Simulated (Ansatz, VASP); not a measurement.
# One calculation of Ta, two programs

The input POSCAR:

```
Ta
1.0
   -1.6941160264      1.6941160264      1.6941160264
    1.6941160264     -1.6941160264      1.6941160264
    1.6941160264      1.6941160264     -1.6941160264
Ta
1
Direct
    0.0000000000      0.0000000000      0.0000000000
```

File INCAR.step1:

```
SYSTEM = Ta
PREC = Accurate
ENCUT = 520
ISMEAR = 0
SIGMA = 0.1
LREAL = .FALSE.
LASPH = .TRUE.
NELM = 100
NBANDS = 12
GGA = PE
ALGO = Normal
EDIFF = 1E-4
LWAVE = .TRUE.
LCHARG = .FALSE.
```

File INCAR.step2:

```
SYSTEM = Ta
PREC = Accurate
ENCUT = 520
EDIFF = 1E-6
ISMEAR = 0
SIGMA = 0.1
LREAL = .FALSE.
LASPH = .TRUE.
NELM = 100
ALGO = Normal
ISIF = 2
LWAVE = .FALSE.
LCHARG = .FALSE.
METAGGA = R2SCAN
LMIXTAU = .TRUE.
NBANDS = 12
ISTART = 1
```

KPOINTS

```
Automatic mesh
0
G
  8 8 8
  0 0 0
```

Input for Ansatz:

```yaml
crystal:
  lattice:
    - [-1.6941160264, 1.6941160264, 1.6941160264]
    - [1.6941160264, -1.6941160264, 1.6941160264]
    - [1.6941160264, 1.6941160264, -1.6941160264]
  atoms:
    - { symbol: Ta, position: [0.0, 0.0, 0.0] }
basis:
  ecutwfc: 500
kpoints:
  mp_grid: { grid: [8, 8, 8] }
hamiltonian:
  xc: r2scan
scf:
  occupations: { method: gaussian, width: 0.1 }
output:
  forces: true
  stress: true
  eigenvalues: true
```

Alike in both runs: task single point; functional r2SCAN; k mesh 8 × 8 × 8; occupations gaussian, width 0.1 eV; no spin polarisation.

```csv
,VASP,Ansatz
version,VASP 6.6.1,Ansatz 0.2.0
potentials or method,"VASP PAW PBE potentials, release 64 (Ta_pv), cutoff 520 eV","scalar-relativistic, plane waves, PAW"
valence electrons in the cell,11,13
```

Ansatz gave:

| Quantity | Value |
| --- | --- |
| gap on the k mesh at the Fermi level (eV) | none |
| pressure (GPa) | -14.6 |

**Question.** What did VASP give for the same quantities?

**Answer.** gap on the k mesh at the Fermi level (eV): none; pressure (GPa): -14.1.

VASP's potentials were made for PBE, not for r2SCAN. A gap of «none» marks a metal or a gap that the smearing closes. VASP's potentials hold 11 valence electrons a cell and Ansatz's 13, so a difference there can come from the potentials and not from the codes.

Spin-orbit coupling is off throughout.
